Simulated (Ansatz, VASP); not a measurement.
## One calculation of Al, two programs

POSCAR

```
Al
1.0
    2.8230581638      0.0000000000      0.0000000000
   -1.4115290819      2.4448400862      0.0000000000
    0.0000000000      0.0000000000      9.2545807009
Al
4
Direct
    1.0000000000      0.0000000000      0.0000000000
    1.0000000000      0.0000000000      0.5000000000
    0.3333333333      0.6666666667      0.2500000000
    0.6666666667      0.3333333333      0.7500000000
```

Contents of INCAR.step1:

```
ALGO = Normal ; EDIFF = 1E-4
ENCUT = 520 ; GGA = PE
ISMEAR = -1 ; LASPH = T
LCHARG = F ; LREAL = F
LWAVE = T ; NBANDS = 14
NELM = 100 ; PREC = Accurate
SIGMA = 0.1
```

File INCAR.step2:

```
ALGO = Normal ; EDIFF = 1E-6
ENCUT = 520 ; ISIF = 2
ISMEAR = -1 ; ISTART = 1
LASPH = T ; LCHARG = F
LMIXTAU = T ; LREAL = F
LWAVE = F ; METAGGA = R2SCAN
NBANDS = 14 ; NELM = 100
PREC = Accurate ; SIGMA = 0.1
```

File KPOINTS:

```
k-points
0
Gamma
  14 14 4
```

Input for Ansatz:

```yaml
crystal:
  lattice:
    - [2.8230581638, 0.0, 0.0]
    - [-1.4115290819, 2.4448400862, 0.0]
    - [0.0, 0.0, 9.2545807009]
  atoms:
    - { symbol: Al, position: [1.0, 0.0, 0.0] }
    - { symbol: Al, position: [1.0, 0.0, 0.5] }
    - { symbol: Al, position: [0.3333333333, 0.6666666667, 0.25] }
    - { symbol: Al, position: [0.6666666667, 0.3333333333, 0.75] }
hamiltonian:
  xc: r2scan
  pseudopotentials:
    kind: paw
    azcp:
      Al: "pseudopotentials/Al.paw.azcp"
basis:
  ecutwfc: 500
  fft_grid_basis: typed
kpoints:
  mp_grid: { grid: [14, 14, 4], shift: [0, 0, 0] }
magnetization:
  spin_polarized: false
scf:
  occupations: { method: fermi_dirac, width: 0.1 }
  lower_state_search: "off"
output:
  stress: true
```

Alike in both runs: task single point; functional r2SCAN; k mesh 14 × 14 × 4; occupations fermi-dirac, width 0.1 eV; no spin polarisation.

|  | VASP | Ansatz |
| --- | --- | --- |
| version | VASP 6.6.1 | Ansatz 0.2.0 |
| potentials or method | VASP PAW PBE potentials, release 64 (Al), cutoff 520 eV | plane waves (500 eV) with PAW, scalar-relativistic |
| valence electrons in the cell | 12 | 12 |

VASP gave:

```
pressure (GPa)                                                : -0.3
traceless stress, the component that is largest in VASP (GPa) : 0.66
```

What did Ansatz give for the same quantities?

Pressure (GPa): 0.0; traceless stress, the component that is largest in VASP (GPa): 0.66.

VASP's potentials were made for PBE, not for r2SCAN. With one functional, cell and mesh, what is left measures potentials, basis and numerics.
